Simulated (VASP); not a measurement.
A run of VASP 6.6.1 is set up as follows.

The input INCAR:

```
ALGO     = Normal         # electronic algorithm
EDIFF    = 1E-6           # SCF threshold, eV
ENCUT    = 520            # plane-wave cutoff, eV
GGA      = CA             # functional
GGA_COMPAT= False        
ISIF     = 2              # what is computed and relaxed
ISMEAR   = -1             # smearing method
LASPH    = True           # aspherical terms in the spheres
LCHARG   = False          # write CHGCAR
LMAXMIX  = 4              # l up to which the mixer works
LORBIT   = 11             # projections on sites
LORBMOM  = True         
LREAL    = False          # projectors in reciprocal space
LSORBIT  = True           # spin-orbit coupling
LWAVE    = False          # write WAVECAR
MAGMOM   = 0 0 0 0 0 0    # initial moments
NBANDS   = 34             # bands
NELM     = 150            # most SCF steps
PREC     = Accurate       # precision mode
SIGMA    = 0.05           # smearing width, eV
```

Contents of KPOINTS:

```
k-points
0
Gamma
  13 13 13
```

Contents of POSCAR:

```
Au
1.0
    0.0000000000      2.9635059557      2.9635059557
    2.9635059557      0.0000000000      2.9635059557
    2.9635059557      2.9635059557      0.0000000000
Au
2
Direct
   -0.1250000000     -0.1250000000     -0.1250000000
    0.1250000000      0.1250000000      0.1250000000
```

Potentials or basis: VASP PAW LDA potentials, release 64 (Au).

The run is started by

```console
$ cat potpaw_LDA.64/Au/POTCAR > POTCAR
$ mpirun -np 1 vasp_ncl > vasp.out
```

(1) Estimate the net moment.

(2) Estimate the pressure.

Answers

(1) 0.00 μB per cell.

(2) 0.5 GPa.
